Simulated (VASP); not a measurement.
# TaSb (rocksalt type) (Fm-3m) in VASP: a series of runs, part 2 of 2

VASP 6.6.1. Earlier steps stand in the parts before.

### 3 Single point, LDA (19.14 Å³/atom)

This run uses another cell than the first one, of 19.14 Å³/atom.

File INCAR:

```
SYSTEM = TaSb
PREC = Accurate
ENCUT = 520
EDIFF = 1E-6
ISMEAR = -1
SIGMA = 0.05
LREAL = .FALSE.
LASPH = .TRUE.
NELM = 60
ALGO = Normal
ISIF = 2
LWAVE = .FALSE.
LCHARG = .FALSE.
GGA = CA
NBANDS = 15
```

File KPOINTS:

```
Automatic mesh
0
G
  13 13 13
  0 0 0
```

File POSCAR:

```
TaSb
1.0
    0.0000000000      2.6751335380      2.6751335380
    2.6751335380      0.0000000000      2.6751335380
    2.6751335380      2.6751335380      0.0000000000
Ta Sb
1 1
Direct
    0.0000000000      0.0000000000      0.0000000000
    0.5000000000      0.5000000000      0.5000000000
```

Potentials or basis: VASP PAW LDA potentials, release 64 (Ta_pv, Sb).

Command:

```console
$ cat potpaw_LDA.64/Ta_pv/POTCAR potpaw_LDA.64/Sb/POTCAR > POTCAR
$ mpirun -np 1 vasp_std > vasp.out
```

OUTCAR:

```text
SYSTEM = TaSb
   PREC = Accurate
   ENCUT = 520
   EDIFF = 1E-6
   ISMEAR = -1
   LREAL = .FALSE.
   LASPH = .TRUE.
   NELM = 60
   ISIF = 2
   GGA = CA

 ion  position               nearest neighbor table
   1  0.000  0.000  0.000-   2 2.68   2 2.68   2 2.68   2 2.68   2 2.68   2 2.68
   2  0.500  0.500  0.500-   1 2.68   1 2.68   1 2.68   1 2.68   1 2.68   1 2.68

  LATTYP: Found a face centered cubic cell.
 ALAT       =     5.3502670760

  Lattice vectors:

 A1 = (   0.0000000000,   2.6751335380,   2.6751335380)
 A2 = (   2.6751335380,   0.0000000000,   2.6751335380)
 A3 = (   2.6751335380,   2.6751335380,   0.0000000000)

Analysis of symmetry for initial positions (statically):
=====================================================================
 Subroutine PRICEL returns:
 Original cell was already a primitive cell.

 Routine SETGRP: Setting up the symmetry group for a
 face centered cubic supercell.

 Subroutine GETGRP returns: Found 48 space group operations
 (whereof 48 operations were pure point group operations)
 out of a pool of 48 trial point group operations.

The static configuration has the point symmetry O_h .

[... 173 lines left out ...]
      6       8.2831      2.00000
      7       8.2831      2.00000
      8       9.1721      1.99999
      9       9.1721      1.99999
     10      10.6940      0.00000
     11      10.6940      0.00000
     12      10.6940      0.00000
     13      15.9695      0.00000
     14      16.4084      0.00000
[... 401 lines left out ...]
      2     -25.1703      2.00000
      3     -25.1664      2.00000
      4      -0.9250      2.00000
      5       3.0041      2.00000
      6       5.4014      2.00000
      7       5.9684      2.00000
      8       9.4228      1.99925
      9      10.5300      0.00000
     10      10.8238      0.00000
     11      14.1490      0.00000
     12      14.1690      0.00000
     13      15.9747      0.00000
     14      18.3285      0.00000
     15      19.1260      0.00000

 [... further k-points ...]

------------------------ aborting loop because EDIFF is reached ----------------------------------------

  FORCE on cell =-STRESS in cart. coord.  units (eV):
  Direction    XX          YY          ZZ          XY          YZ          ZX
  --------------------------------------------------------------------------------------
  -------------------------------------------------------------------------------------
  Total        4.5574105      4.5574105      4.5574105     -0.0000000     -0.0000000      0.0000000
  in kB      190.7051126    190.7051126    190.7051126     -0.0000000     -0.0000000      0.0000000
  external PRESSURE =     190.7051126 kB  Pullay stress =       0.0000000 kB

 VOLUME and BASIS-vectors are now :
 -----------------------------------------------------------------------------
  energy-cutoff  :      520.00
  volume of cell :       38.29
      direct lattice vectors                 reciprocal lattice vectors
     0.000000000  2.675133538  2.675133538    -0.186906557  0.186906557  0.186906557
     2.675133538  0.000000000  2.675133538     0.186906557 -0.186906557  0.186906557
     2.675133538  2.675133538  0.000000000     0.186906557  0.186906557 -0.186906557

 POSITION                                       TOTAL-FORCE (eV/Angst)
 -----------------------------------------------------------------------------------
      0.00000      0.00000      0.00000         0.000000     -0.000000      0.000000
      2.67513      2.67513      2.67513         0.000000      0.000000      0.000000
 -----------------------------------------------------------------------------------
    total drift:                               -0.000000      0.000000      0.000000

  FREE ENERGIE OF THE ION-ELECTRON SYSTEM (eV)
  ---------------------------------------------------
  free  energy   TOTEN  =       -16.2770181091 eV

  energy  without entropy=      -16.2651454720  energy(sigma->0) =      -16.27108179
```

OSZICAR:

```text
N       E                     dE             d eps       ncg     rms          rms(c)
DAV:   1     0.963348897193E+02    0.96335E+02   -0.77505E+03  2520   0.981E+02
DAV:   2    -0.141080410267E+02   -0.11044E+03   -0.10578E+03  3381   0.254E+02
DAV:   3    -0.168379587833E+02   -0.27299E+01   -0.27018E+01  3073   0.388E+01
DAV:   4    -0.168620423229E+02   -0.24084E-01   -0.24079E-01  3136   0.421E+00
DAV:   5    -0.168625061070E+02   -0.46378E-03   -0.46378E-03  3094   0.579E-01    0.142E+01
DAV:   6    -0.163176379448E+02    0.54487E+00   -0.84418E-01  2912   0.786E+00    0.624E+00
DAV:   7    -0.162850520977E+02    0.32586E-01   -0.84215E-02  3171   0.218E+00    0.262E+00
DAV:   8    -0.162772571160E+02    0.77950E-02   -0.87916E-03  2597   0.690E-01    0.326E-01
DAV:   9    -0.162770251899E+02    0.23193E-03   -0.68976E-04  2856   0.207E-01    0.436E-02
DAV:  10    -0.162770182231E+02    0.69668E-05   -0.40071E-05  3332   0.480E-02    0.246E-02
DAV:  11    -0.162770181091E+02    0.11394E-06   -0.10580E-06  2336   0.784E-03
   1 F= -.16277018E+02 E0= -.16271082E+02  d E =-.118726E-01
```

stdout:

```text
POSCAR found type information on POSCAR TaSb
 POSCAR found :  2 types and       2 ions
 scaLAPACK will be used
 LDA part: xc-table for (Slater(with rela. corr.)+CA(PZ))
 , standard interpolation
 POSCAR, INCAR and KPOINTS ok, starting setup
 FFT: planning ... GRIDC
 FFT: planning ... GRID_SOFT
 FFT: planning ... GRID
 WAVECAR not read
 entering main loop
```

It took 15 s on 1 thread of Intel Xeon 6975P-C (Granite Rapids), shared host; peak memory 0.17 GiB.

What came out:

```yaml
Free_energy: -16.2770 eV
Pressure: 19.1 GPa
Band_gap_on_the_k_mesh: zero (bands 8 and 9 overlap by 1.60 eV)
```

Caveat: the cell stands under pressure; spin-orbit coupling is left out, which moves the levels of the heavy elements.

### 4 Single point, LDA (19.14 Å³/atom)

This run uses another cell than the first one, of 19.14 Å³/atom.

File INCAR:

```
ALGO = Normal
EDIFF = 1E-6
ENCUT = 520
GGA = CA
ISIF = 2
ISMEAR = -1
LASPH = True
LCHARG = False
LREAL = False
LWAVE = False
NBANDS = 15
NELM = 80
PREC = Accurate
SIGMA = 0.05
```

File KPOINTS:

```
k-points
0
Gamma
  13 13 13
```

POSCAR is that of step 3.

Command:

```console
$ cat potpaw_LDA.64/Ta_pv/POTCAR potpaw_LDA.64/Sb/POTCAR > POTCAR
$ mpirun -np 1 vasp_std > vasp.out
```

Run time: 15 s. Hardware: 1 thread of Intel Xeon 6975P-C (Granite Rapids), shared host; peak memory 0.17 GiB.

Results (log left out):

```
Free energy            : -16.2770 eV
Pressure               : 19.1 GPa
Band gap on the k mesh : zero (bands 8 and 9 overlap by 1.60 eV)
```

Levels at points of the mesh, in eV from the Fermi level:
| k point | band 5 | band 6 | band 7 | band 8 | band 9 | band 10 | band 11 | band 12 |
| --- | --- | --- | --- | --- | --- | --- | --- | --- |
| (0.00, 0.00, 0.00) | -1.53 | -1.53 | -1.53 | -0.64 | -0.64 | 0.88 | 0.88 | 0.88 |

Caveat: the cell stands under pressure; spin-orbit coupling is left out, which moves the levels of the heavy elements.

### 5 Single point, LDA (19.14 Å³/atom)

This run uses another cell than the first one, of 19.14 Å³/atom.

File INCAR:

```
SYSTEM = TaSb
PREC = Accurate
ENCUT = 520
EDIFF = 1E-6
ISMEAR = -1
SIGMA = 0.05
LREAL = .False.
LASPH = .True.
NELM = 60
ALGO = Normal
ISIF = 2
LWAVE = .False.
LCHARG = .False.
NBANDS = 15
```

File KPOINTS:

```
regular mesh
0
Gamma
  13 13 13
  0 0 0
```

POSCAR is that of step 4.

Command:

```console
$ cat potpaw_LDA.64/Ta_pv/POTCAR potpaw_LDA.64/Sb/POTCAR > POTCAR
$ mpirun -np 1 vasp_std > vasp.out
```

Run time: 15 s. Hardware: 1 thread of Intel Xeon 6975P-C (Granite Rapids), shared host; peak memory 0.18 GiB.

Results (log left out):

```
Free energy            : -16.2770 eV
Pressure               : 19.1 GPa
Band gap on the k mesh : zero (bands 8 and 9 overlap by 1.60 eV)
```

Levels at points of the mesh, in eV from the Fermi level:
| k point | band 4 | band 5 | band 6 | band 7 | band 8 | band 9 | band 10 | band 11 | band 12 | band 13 |
| --- | --- | --- | --- | --- | --- | --- | --- | --- | --- | --- |
| (0.00, 0.00, 0.00) | -13.52 | -1.53 | -1.53 | -1.53 | -0.64 | -0.64 | 0.88 | 0.88 | 0.88 | 6.15 |

Caveat: the cell stands under pressure; spin-orbit coupling is left out, which moves the levels of the heavy elements.
